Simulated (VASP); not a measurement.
# Al30Cu (a cell with a defect) in VASP: further runs

Runs on Al30Cu (a cell with a defect). Level: PBEsol. Tasks: relaxation of the atoms.

All numbers are computed with VASP 6.6.1; they aren't measurements. Logs are shortened: lines on timing, memory, paths and dates and some standing lists are left out, and cuts for length are marked.

**1. The cell of the first run**

The cell holds a defect, 31 atoms: a = 8.100 Å, b = 8.100 Å, c = 8.100 Å, α = 90.00°, β = 90.00°, γ = 90.00°.

**2. Relaxation of the atoms, PBEsol**

The input, INCAR:

```
  PREC = Accurate
  ENCUT = 520
  EDIFF = 1E-6
  ISMEAR = 0
  SIGMA = 0.1
  LREAL = Auto
  LASPH = T
  NELM = 100
  ALGO = Normal
  ISIF = 2
  LWAVE = F
  LCHARG = F
  GGA = PS
  IBRION = 2
  NSW = 80
  EDIFFG = -0.03
  KPAR = 4
```

The input, KPOINTS:

```
regular mesh
0
Gamma
  3 3 3
```

The input, POSCAR:

```
Al30Cu
1.0
    8.1000000000      0.0000000000      0.0000000000
    0.0000000000      8.1000000000      0.0000000000
    0.0000000000      0.0000000000      8.1000000000
Al Cu
30 1
Direct
    0.5000000000      0.0000000000      0.0000000000
    0.7500000000      0.2500000000      0.0000000000
    0.7500000000      0.0000000000      0.2500000000
    0.0000000000      0.0000000000      0.0000000000
    0.2500000000      0.2500000000      0.0000000000
    0.5000000000      0.5000000000      0.0000000000
    0.7500000000      0.7500000000      0.0000000000
    0.2500000000      0.0000000000      0.2500000000
    0.5000000000      0.2500000000      0.2500000000
    0.5000000000      0.0000000000      0.5000000000
    0.7500000000      0.0000000000      0.7500000000
    0.0000000000      0.5000000000      0.0000000000
    0.2500000000      0.7500000000      0.0000000000
    0.0000000000      0.2500000000      0.2500000000
    0.2500000000      0.5000000000      0.2500000000
    0.5000000000      0.7500000000      0.2500000000
    0.0000000000      0.0000000000      0.5000000000
    0.2500000000      0.2500000000      0.5000000000
    0.5000000000      0.5000000000      0.5000000000
    0.7500000000      0.7500000000      0.5000000000
    0.2500000000      0.0000000000      0.7500000000
    0.5000000000      0.2500000000      0.7500000000
    0.7500000000      0.5000000000      0.7500000000
    0.0000000000      0.7500000000      0.2500000000
    0.0000000000      0.5000000000      0.5000000000
    0.2500000000      0.7500000000      0.5000000000
    0.0000000000      0.2500000000      0.7500000000
    0.2500000000      0.5000000000      0.7500000000
    0.5000000000      0.7500000000      0.7500000000
    0.0000000000      0.7500000000      0.7500000000
    0.7500000000      0.5000000000      0.2500000000
```

Potentials or basis: VASP PAW PBE potentials, release 64 (Al, Cu).

Launch:

```sh
$ cat potpaw_PBE.64/Al/POTCAR potpaw_PBE.64/Cu/POTCAR > POTCAR
$ mpirun -np 4 vasp_std > vasp.out
```

OUTCAR:

```text
PREC = Accurate
   ENCUT = 520
   EDIFF = 1E-6
   ISMEAR = 0
   LREAL = Auto
   LASPH = T
   NELM = 100
   ISIF = 2
   GGA = PS
   IBRION = 2
   NSW = 80
   EDIFFG = -0.03

 ion  position               nearest neighbor table
   1  0.500  0.000  0.000-   2 2.86   3 2.86   5 2.86   7 2.86   8 2.86   9 2.86  11 2.86  13 2.86
                            16 2.86  21 2.86  22 2.86  29 2.86
   2  0.750  0.250  0.000-   1 2.86   3 2.86   4 2.86   6 2.86   9 2.86  11 2.86  12 2.86  14 2.86
                            22 2.86  23 2.86  27 2.86  31 2.86
   3  0.750  0.000  0.250-   1 2.86   2 2.86   4 2.86   7 2.86   9 2.86  10 2.86  14 2.86  16 2.86
                            17 2.86  20 2.86  24 2.86
   4  0.000  0.000  0.000-   2 2.86   3 2.86   5 2.86   7 2.86   8 2.86  11 2.86  13 2.86  14 2.86
                            21 2.86  24 2.86  27 2.86  30 2.86
   5  0.250  0.250  0.000-   1 2.86   4 2.86   6 2.86   8 2.86   9 2.86  12 2.86  14 2.86  15 2.86
                            21 2.86  22 2.86  27 2.86  28 2.86
   6  0.500  0.500  0.000-   2 2.86   5 2.86   7 2.86   9 2.86  13 2.86  15 2.86  16 2.86  22 2.86
                            23 2.86  28 2.86  29 2.86  31 2.86
   7  0.750  0.750  0.000-   1 2.86   3 2.86   4 2.86   6 2.86  11 2.86  12 2.86  16 2.86  23 2.86
                            24 2.86  29 2.86  30 2.86  31 2.86
   8  0.250  0.000  0.250-   1 2.86   4 2.86   5 2.86   9 2.86  10 2.86  13 2.86  14 2.86  16 2.86
                            17 2.86  18 2.86  24 2.86  26 2.86
   9  0.500  0.250  0.250-   1 2.86   2 2.86   3 2.86   5 2.86   6 2.86   8 2.86  10 2.86  15 2.86
[... 31 lines left out ...]
  25  0.000  0.500  0.500-  14 2.86  15 2.86  18 2.86  20 2.86  23 2.86  24 2.86  26 2.86  27 2.86
                            28 2.86  30 2.86  31 2.86
  26  0.250  0.750  0.500-   8 2.86  10 2.86  15 2.86  16 2.86  17 2.86  19 2.86  21 2.86  24 2.86
                            25 2.86  28 2.86  29 2.86  30 2.86
  27  0.000  0.250  0.750-   2 2.86   4 2.86   5 2.86  11 2.86  12 2.86  17 2.86  18 2.86  21 2.86
                            23 2.86  25 2.86  28 2.86
  28  0.250  0.500  0.750-   5 2.86   6 2.86  12 2.86  13 2.86  18 2.86  19 2.86  22 2.86  25 2.86
                            26 2.86  27 2.86  29 2.86  30 2.86
  29  0.500  0.750  0.750-   1 2.86   6 2.86   7 2.86  10 2.86  11 2.86  13 2.86  19 2.86  20 2.86
                            21 2.86  23 2.86  26 2.86  28 2.86
  30  0.000  0.750  0.750-   4 2.86   7 2.86  11 2.86  12 2.86  13 2.86  17 2.86  20 2.86  21 2.86
                            23 2.86  25 2.86  26 2.86  28 2.86
  31  0.750  0.500  0.250-   2 2.86   6 2.86   7 2.86   9 2.86  12 2.86  14 2.86  16 2.86  19 2.86
                            20 2.86  24 2.86  25 2.86

  LATTYP: Found a simple cubic cell.
 ALAT       =     8.1000000000

  Lattice vectors:

 A1 = (   8.1000000000,   0.0000000000,   0.0000000000)
 A2 = (   0.0000000000,   8.1000000000,   0.0000000000)
 A3 = (   0.0000000000,   0.0000000000,   8.1000000000)

Analysis of symmetry for initial positions (statically):
=====================================================================
 Subroutine PRICEL returns:
 Original cell was already a primitive cell.

 Routine SETGRP: Setting up the symmetry group for a
 simple cubic supercell.

 Subroutine GETGRP returns: Found  4 space group operations
 (whereof  1 operations were pure point group operations)
 out of a pool of 48 trial point group operations.

The static configuration has the point symmetry C_1 .
 The point group associated with its full space group is C_2v.

Analysis of symmetry for dynamics (positions and initial velocities):
=====================================================================
 Subroutine PRICEL returns:
 Original cell was already a primitive cell.

 Routine SETGRP: Setting up the symmetry group for a
 simple cubic supercell.

 Subroutine GETGRP returns: Found  4 space group operations
 (whereof  1 operations were pure point group operations)
 out of a pool of 48 trial point group operations.

The dynamic configuration has the point symmetry C_1 .
 The point group associated with its full space group is C_2v.

 Subroutine INISYM returns: Found  4 space group operations
 (whereof  1 operations are pure point group operations),
 and found     1 'primitive' translations

----------------------------------------------------------------------------------------

                                     Primitive cell

  volume of cell :     531.4410

  direct lattice vectors                    reciprocal lattice vectors
     8.100000000  0.000000000  0.000000000     0.123456790  0.000000000  0.000000000
     0.000000000  8.100000000  0.000000000     0.000000000  0.123456790  0.000000000
     0.000000000  0.000000000  8.100000000     0.000000000  0.000000000  0.123456790

  length of vectors
     8.100000000  8.100000000  8.100000000     0.123456790  0.123456790  0.123456790

  position of ions in fractional coordinates (direct lattice)
     0.500000000  0.000000000  0.000000000
     0.750000000  0.250000000  0.000000000
     0.750000000  0.000000000  0.250000000
     0.000000000  0.000000000  0.000000000
     0.250000000  0.250000000  0.000000000
     0.500000000  0.500000000  0.000000000
[... 78 lines left out ...]
  Shift w.r.t. Gamma in fractional coordinates (k-lattice)
     0.000000000  0.000000000  0.000000000

 Subroutine IBZKPT returns following result:
 ===========================================

 Found      8 irreducible k-points:

 Following reciprocal coordinates:
            Coordinates               Weight
  0.000000  0.000000  0.000000      1.000000
  0.333333  0.000000  0.000000      2.000000
  0.000000  0.333333  0.000000      4.000000
  0.333333  0.333333  0.000000      8.000000
  0.000000  0.333333  0.333333      2.000000
  0.000000 -0.333333  0.333333      2.000000
  0.333333  0.333333  0.333333      4.000000
 -0.333333 -0.333333  0.333333      4.000000
   k-points           NKPTS =      8   k-points in BZ     NKDIM =      8   number of bands    NBANDS=     66
   number of dos      NEDOS =    301   number of ions     NIONS =     31
   total plane-waves  NPLWV = 216000
   dimension x,y,z NGX =    60 NGY =   60 NGZ =   60
   dimension x,y,z NGXF=   120 NGYF=  120 NGZF=  120
   ions per type =              30   1
   NGX,Y,Z   is equivalent  to a cutoff of  12.31, 12.31, 12.31 a.u.
   NGXF,Y,Z  is equivalent  to a cutoff of  24.63, 24.63, 24.63 a.u.
 SYSTEM =  unknown system
   PREC   = accura    normal or accurate (medium, high low for compatibility)
   ISTART =      0    job   : 0-new  1-cont  2-samecut
   ICHARG =      2    charge: 1-file 2-atom 10-const
   ISPIN  =      1    spin polarized calculation?
   LNONCOLLINEAR =      F non collinear calculations
   LSORBIT =      F    spin-orbit coupling
   LASPH  =      T    aspherical Exc in radial PAW
   ENCUT  =  520.0 eV  38.22 Ry    6.18 a.u.  15.06 15.06 15.06*2*pi/ulx,y,z
   NELM   =    100;   NELMIN=  2; NELMDL= -5     # of ELM steps
   EDIFF  = 0.1E-05   stopping-criterion for ELM
   LREAL  =      T    real-space projection
   EDIFFG = -.3E-01   stopping-criterion for IOM
   NSW    =     80    number of steps for IOM
   IBRION =      2    ionic relax: 0-MD 1-quasi-New 2-CG
   NFREE  =      1    steps in history (QN), initial steepest desc. (CG)
   ISIF   =      2    stress and relaxation
   ISYM   =      2    0-nonsym 1-usesym 2-fastsym
   POTIM  = 0.5000    time-step for ionic-motion
   TEBEG  =    0.0;   TEEND  =   0.0 temperature during run
   PSTRESS=    0.0 pullay stress
   NELECT =     101.0000    total number of electrons
   NUPDOWN=      -1.0000    fix difference up-down
   EMIN   =  10.00;   EMAX   =-10.00  energy-range for DOS
   EFERMI =   0.00;   METHOD = LEGACY
   ISMEAR =     0;   SIGMA  =   0.10  broadening in eV -4-tet -1-fermi 0-gaus
   EFERMI_NEDOS =   21; number of points for ismear=-14 and -15
   IALGO  =     38    algorithm
   IMIX   =      4    mixing-type and parameters
     AMIX     =   0.40;   BMIX     =  1.00
     AMIX_MAG =   1.60;   BMIX_MAG =  1.00
  volume/ion in A,a.u.               =      17.14       115.69
  Fermi-wavevector in a.u.,A,eV,Ry     =   0.941233  1.778672 12.053656  0.885919
  Thomas-Fermi vector in A             =   2.068723
   LORBIT       =      0    0 simple, 1 ext, 2 COOP (PROOUT), +10 PAW based schemes
   GGA     = PS    functional components
   LHFCALC =     F    Hartree Fock is set to
   AEXX    =    0.0000 exact exchange contribution
   IVDW    =     0    specifies the selected vdW correction
   LEPSILON=     F    determine dielectric tensor
   LRPA    =     F    only Hartree local field effects (RPA)
 conjugate gradient relaxation of ions
 non-spin polarized calculation
 Gauss-broadening in eV      SIGMA  =   0.10
  energy-cutoff  :      520.00
  volume of cell :      531.44
 maximum number of plane-waves:     14358
   NGX = 31   NGY = 31   NGZ = 31

--------------------------------------- Ionic step        1  -------------------------------------------

 number of electron     100.9999990 magnetization

 Free energy of the ion-electron system (eV)
  ---------------------------------------------------
  ext. energy  EPLUGINS =         0.00000000
  ---------------------------------------------------
  free energy    TOTEN  =      -126.29385651 eV

  energy without entropy =     -126.23827622  energy(sigma->0) =     -126.26606636

------------------------ aborting loop because EDIFF is reached ----------------------------------------

  FORCE on cell =-STRESS in cart. coord.  units (eV):
  Direction    XX          YY          ZZ          XY          YZ          ZX
  --------------------------------------------------------------------------------------
  -------------------------------------------------------------------------------------
  Total      -11.4299064    -12.1401086    -12.1401086      0.0000000      0.0391243      0.0000000
  in kB      -34.4586453    -36.5997483    -36.5997483      0.0000000      0.1179512      0.0000000
  external PRESSURE =     -35.8860473 kB  Pullay stress =       0.0000000 kB
[... 176 lines left out ...]
  FREE ENERGIE OF THE ION-ELECTRON SYSTEM (eV)
  ---------------------------------------------------
  free  energy   TOTEN  =      -126.4174557575 eV

  energy  without entropy=     -126.3676514957  energy(sigma->0) =     -126.39255363

[... ionic steps 4 to 7 ...]

--------------------------------------- Ionic step        8  -------------------------------------------

 number of electron     101.0000003 magnetization

------------------------ aborting loop because EDIFF is reached ----------------------------------------
[... 125 lines left out ...]
--------------------------------------- Ionic step       10  -------------------------------------------

 number of electron     100.9999995 magnetization

 Free energy of the ion-electron system (eV)
  ---------------------------------------------------
  ext. energy  EPLUGINS =         0.00000000
  ---------------------------------------------------
  free energy    TOTEN  =      -126.43737036 eV

  energy without entropy =     -126.38732809  energy(sigma->0) =     -126.41234923

 E-fermi :   7.2540     XC(G=0): -10.1199

 val. band max:        7.2438216096   @ k =   0.0000   0.3333   0.0000
 cond. band min:       7.3178423812   @ k =   0.3333   0.3333   0.0000
 fundamental gap:      0.0740207716
 Fermi energy:         7.2540023972

 k-point     1 :       0.0000    0.0000    0.0000
  band No.  band energies     occupation
      1      -3.4329      2.00000
      2      -1.2945      2.00000
      3      -1.2869      2.00000
      4      -1.2546      2.00000
      5      -1.2424      2.00000
      6      -1.1677      2.00000
[... 509 lines left out ...]
     61       9.1797      0.00000
     62       9.2401      0.00000
 [bands above 62 left out]

------------------------ aborting loop because EDIFF is reached ----------------------------------------

  FORCE on cell =-STRESS in cart. coord.  units (eV):
  Direction    XX          YY          ZZ          XY          YZ          ZX
  --------------------------------------------------------------------------------------
  -------------------------------------------------------------------------------------
  Total      -12.3841677    -12.2501191    -12.2501191     -0.0000000      0.2672953      0.0000000
  in kB      -37.3355324    -36.9314056    -36.9314056     -0.0000000      0.8058362      0.0000000
  external PRESSURE =     -37.0661145 kB  Pullay stress =       0.0000000 kB
[... 46 lines left out ...]
  FREE ENERGIE OF THE ION-ELECTRON SYSTEM (eV)
  ---------------------------------------------------
  free  energy   TOTEN  =      -126.4373703647 eV

  energy  without entropy=     -126.3873280919  energy(sigma->0) =     -126.41234923

 reached required accuracy - stopping structural energy minimisation
```

Wall time 9.4 min (4 MPI ranks of Intel Xeon 6975P-C (Granite Rapids), shared host); peak memory 0.65 GiB.

What came out:

```
Free energy                  : -126.4374 eV
Energy gained by relaxing    : 4.6 meV/atom
Ionic steps                  : 10
Pressure after relaxing      : -3.7 GPa
Largest force after relaxing : 0.015 eV/Å
Band gap on the k mesh       : zero (an odd number of electrons rules out a gap without spin polarisation)
```

Forces in eV/Å, atoms in the order of the input:
```
Al  -0.005 -0.005  0.002
Al   0.000 -0.010  0.006
Al   0.000  0.012 -0.006
Al   0.005 -0.005  0.002
Al   0.000 -0.006 -0.009
Al  -0.010 -0.003 -0.004
Al   0.000  0.004 -0.004
Al   0.000 -0.010  0.001
Al   0.008 -0.006 -0.009
Al  -0.008 -0.002 -0.005
Al   0.000  0.000  0.000
Al   0.010 -0.003 -0.004
Al   0.000  0.002 -0.002
Al  -0.008 -0.006 -0.009
Al   0.000 -0.002  0.002
Al  -0.010  0.004  0.003
Al   0.008 -0.002 -0.005
Al   0.000  0.000  0.000
Al   0.008  0.009  0.006
Al   0.000 -0.006  0.010
Al   0.000 -0.009  0.009
Al  -0.008  0.005  0.002
Al   0.000  0.006 -0.012
Al   0.010  0.004  0.003
Al  -0.008  0.009  0.006
Al   0.000  0.009  0.006
Al   0.008  0.005  0.002
Al   0.000 -0.001  0.010
Al  -0.005 -0.002  0.005
Al   0.005 -0.002  0.005
Cu   0.000  0.010 -0.010
```

The path:
| step | energy change (eV) | largest force (eV/Å) | pressure (GPa) |
| --- | --- | --- | --- |
| 1 | 0.0000 | 0.4026 | -3.59 |
| 2 | -0.0587 | 0.3201 | -3.61 |
| 3 | -0.1236 | 0.0945 | -3.66 |
| 4 | -0.1315 | 0.0706 | -3.68 |
| 5 | -0.1376 | 0.0633 | -3.71 |
| 6 | -0.1405 | 0.0562 | -3.72 |
| 7 | -0.1418 | 0.0455 | -3.72 |
| 8 | -0.1430 | 0.0312 | -3.71 |
| 9 | -0.1433 | 0.0343 | -3.72 |
| 10 | -0.1435 | 0.0148 | -3.71 |

Final structure:
```cif
data_structure
_symmetry_space_group_name_H-M 'P 1'
_symmetry_Int_Tables_number 1
_cell_length_a 8.1000
_cell_length_b 8.1000
_cell_length_c 8.1000
_cell_angle_alpha 90.000
_cell_angle_beta 90.000
_cell_angle_gamma 90.000
_cell_volume 531.44
loop_
_atom_site_label
_atom_site_type_symbol
_atom_site_fract_x
_atom_site_fract_y
_atom_site_fract_z
_atom_site_occupancy
Al1 Al 0.49879 0.99915 0.00079 1
Al2 Al 0.75000 0.25414 0.00295 1
Al3 Al 0.75000 0.00106 0.25271 1
Al4 Al 0.00121 0.99915 0.00079 1
Al5 Al 0.25000 0.25086 0.00260 1
Al6 Al 0.50106 0.50143 0.00381 1
Al7 Al 0.75000 0.74876 0.00124 1
Al8 Al 0.25000 0.99952 0.24875 1
Al9 Al 0.51245 0.25469 0.25518 1
Al10 Al 0.50245 0.00221 0.50041 1
Al11 Al 0.75000 0.00209 0.74791 1
Al12 Al 0.99894 0.50143 0.00381 1
Al13 Al 0.25000 0.74925 0.00075 1
Al14 Al 0.98755 0.25469 0.25518 1
Al15 Al 0.25000 0.50067 0.24933 1
Al16 Al 0.50106 0.74619 0.24857 1
Al17 Al 0.99755 0.00221 0.50041 1
Al18 Al 0.25000 0.25072 0.49928 1
Al19 Al 0.51245 0.49482 0.49531 1
Al20 Al 0.75000 0.74705 0.49586 1
Al21 Al 0.25000 0.99887 0.75113 1
Al22 Al 0.50245 0.24959 0.74779 1
Al23 Al 0.75000 0.49729 0.74894 1
Al24 Al 0.99894 0.74619 0.24857 1
Al25 Al 0.98755 0.49482 0.49531 1
Al26 Al 0.25000 0.74740 0.49914 1
Al27 Al 0.99755 0.24959 0.74779 1
Al28 Al 0.25000 0.50125 0.75048 1
Al29 Al 0.49879 0.74921 0.75085 1
Al30 Al 0.00121 0.74921 0.75085 1
Cu1 Cu 0.75000 0.50649 0.24351 1
```

Levels at points of the mesh, in eV from the Fermi level:
```tsv
k point	band 49	band 50	band 51	band 52	band 53	band 54
(0.00, 0.00, 0.00)	-0.09	-0.02	0.61	0.62	0.65	0.68
```

Caveat: the PAW data sets were made with another functional, which shifts forces and pressure a little.

[end of part 1 of 2]

The gap in the log of VASP goes by the Fermi energy; the results here count the filled bands.